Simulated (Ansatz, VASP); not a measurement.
# One calculation of Se, two programs

POSCAR

```
Se
1.0
   -1.7171672348      1.7171672348      1.7171672348
    1.7171672348     -1.7171672348      1.7171672348
    1.7171672348      1.7171672348     -1.7171672348
Se
1
Direct
    0.0000000000      0.0000000000      0.0000000000
```

The input INCAR.step1:

```
  PREC = Accurate
  ENCUT = 520
  ISMEAR = -1
  SIGMA = 0.1
  LREAL = False
  LASPH = True
  NELM = 100
  NBANDS = 9
  GGA = PE
  ALGO = Normal
  EDIFF = 1E-4
  LWAVE = True
  LCHARG = False
```

INCAR.step2

```
  PREC = Accurate
  ENCUT = 520
  EDIFF = 1E-6
  ISMEAR = -1
  SIGMA = 0.1
  LREAL = False
  LASPH = True
  NELM = 100
  ALGO = Normal
  ISIF = 2
  LWAVE = False
  LCHARG = False
  METAGGA = R2SCAN
  LMIXTAU = True
  NBANDS = 9
  ISTART = 1
```

KPOINTS

```
Automatic mesh
0
Gamma
  15 15 15
```

Input for Ansatz:

```yaml
crystal:
  lattice:
    - [-1.7171672348, 1.7171672348, 1.7171672348]
    - [1.7171672348, -1.7171672348, 1.7171672348]
    - [1.7171672348, 1.7171672348, -1.7171672348]
  atoms:
    - { symbol: Se, position: [0.0, 0.0, 0.0] }
hamiltonian:
  xc: r2scan
  pseudopotentials:
    kind: paw
    azcp:
      Se: "pseudopotentials/Se.paw.azcp"
basis:
  ecutwfc: 500
  fft_grid_basis: typed
kpoints:
  mp_grid: { grid: [15, 15, 15], shift: [0, 0, 0] }
magnetization:
  spin_polarized: false
scf:
  occupations: { method: fermi_dirac, width: 0.1 }
  lower_state_search: "off"
output:
  stress: true
```

Alike in both runs: task single point; functional r2SCAN; k mesh 15 × 15 × 15; occupations fermi-dirac, width 0.1 eV; no spin polarisation.

|  | VASP | Ansatz |
| --- | --- | --- |
| version | VASP 6.6.1 | Ansatz 0.2.0 |
| potentials or method | VASP PAW PBE potentials, release 64 (Se), cutoff 520 eV | plane waves (500 eV) with PAW, scalar-relativistic |
| valence electrons in the cell | 6 | 16 |

```tsv
	VASP	Ansatz	Ansatz less VASP
pressure (GPa)	0.3	0.4	+0.09
```

VASP's potentials were made for PBE, not for r2SCAN. With one functional, cell and mesh, what is left measures potentials, basis and numerics. VASP's potentials hold 6 valence electrons a cell and Ansatz's 16, so a difference there can come from the potentials and not from the codes.
